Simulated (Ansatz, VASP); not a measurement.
One calculation of P, two programs

```
P
1.0
     7.53407    0.00000    0.00000
     0.00000    7.53407    0.00000
     0.00000    0.00000    7.53407
P
8
Cartesian
  0.5502 0.5502 0.5502
  3.2168 6.9839 4.3172
  4.3172 3.2168 6.9839
  6.9839 4.3172 3.2168
  6.9839 6.9839 6.9839
  4.3172 0.5502 3.2168
  3.2168 4.3172 0.5502
  0.5502 3.2168 4.3172
```

Alike in both runs: functional PBE; k mesh 4 × 4 × 4; occupations gaussian, width 0.02 eV; no spin polarisation.

Ansatz relaxed the structure, and its values are those at the end. VASP's run is a single point on that final structure, the one shown.

|  | VASP | Ansatz |
| --- | --- | --- |
| version | VASP 6.6.1 | Ansatz 0.2.0 |
| potentials or method | VASP PAW PBE potentials, release 64 (P), cutoff 520 eV | scalar-relativistic, plane waves, PAW |
| valence electrons in the cell | 40 | 40 |

Ansatz gave:

```
gap on the k mesh at the Fermi level (eV) : 2.81
least direct gap on the mesh (eV)         : 2.88
pressure (GPa)                            : 0.0
rms of the force components (eV/Å)        : 0.001
```

Task: Estimate VASP's values.

Result: gap on the k mesh at the Fermi level (eV): 2.79; least direct gap on the mesh (eV): 2.86; pressure (GPa): -0.1; rms of the force components (eV/Å): 0.055.
